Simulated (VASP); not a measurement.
A run of VASP 6.6.1 is set up as follows.

File INCAR:

```
ALGO = Normal
EDIFF = 1E-6
ENCUT = 910
GGA = RP
GGA_COMPAT = False
ISIF = 2
ISMEAR = 0
IVDW = 13
LASPH = True
LCHARG = False
LREAL = False
LWAVE = False
NBANDS = 26
NELM = 120
PREC = Accurate
SIGMA = 0.05
```

Contents of KPOINTS:

```
k-points
0
Gamma
  8 8 6
```

File POSCAR:

```
ZnO
1.0
    3.2419811861      0.0000000000      0.0000000000
   -1.6209905930      2.8076380657      0.0000000000
    0.0000000000      0.0000000000      5.2276401393
Zn O
2 2
Direct
    0.3333333333      0.6666666667      0.0014489168
    0.6666666667      0.3333333333      0.5014489168
    0.3333333333      0.6666666667      0.3806510832
    0.6666666667      0.3333333333      0.8806510832
```

Potentials or basis: VASP PAW PBE potentials, release 64 (Zn, O_h).

Launch:

```sh
$ cat potpaw_PBE.64/Zn/POTCAR potpaw_PBE.64/O_h/POTCAR > POTCAR
$ mpirun -np 1 vasp_std > vasp.out
```

**Question.** Predict the band gap on the k mesh.

**Answer.** 0.87 eV, direct.

**Question.** What does it give for the dispersion energy per atom?

**Answer.** -0.509 eV.

**Question.** Predict the largest force.

**Answer.** 0.003 eV/Å.

**Question.** What does it give for the pressure?

**Answer.** 2.8 GPa.

Forces in eV/Å, atoms in the order of the input:
```
Zn   0.000  0.000 -0.003
Zn   0.000  0.000 -0.003
O    0.000  0.000  0.003
O    0.000  0.000  0.003
```

Caveat: the cutoff is under 1.25 times the usual one of these potentials, so pressure, stress and relaxed cells hold a basis-set (Pulay) error; the PAW data sets were made with another functional, which shifts forces and pressure a little.

**What was measured.**

From “Electronic structure of alkaline earth and post-transition metal oxides”, 2009, arxiv:0908.1581, for a bulk crystal of ZnO: band gap 3.37 eV.

Against the measured gap of ZnO, 3.37 eV (quoted in “Electronic structure of alkaline earth and post-transition metal oxides”, 2009, arxiv:0908.1581), the calculated 0.87 eV is off by -2.50 eV. So large a miss can be the level of theory's own, or it may mean another phase, state or a wrong row. The value is that of RPBE+D4, without temperature or zero-point motion. Semilocal functionals fall short of measured gaps as a rule.
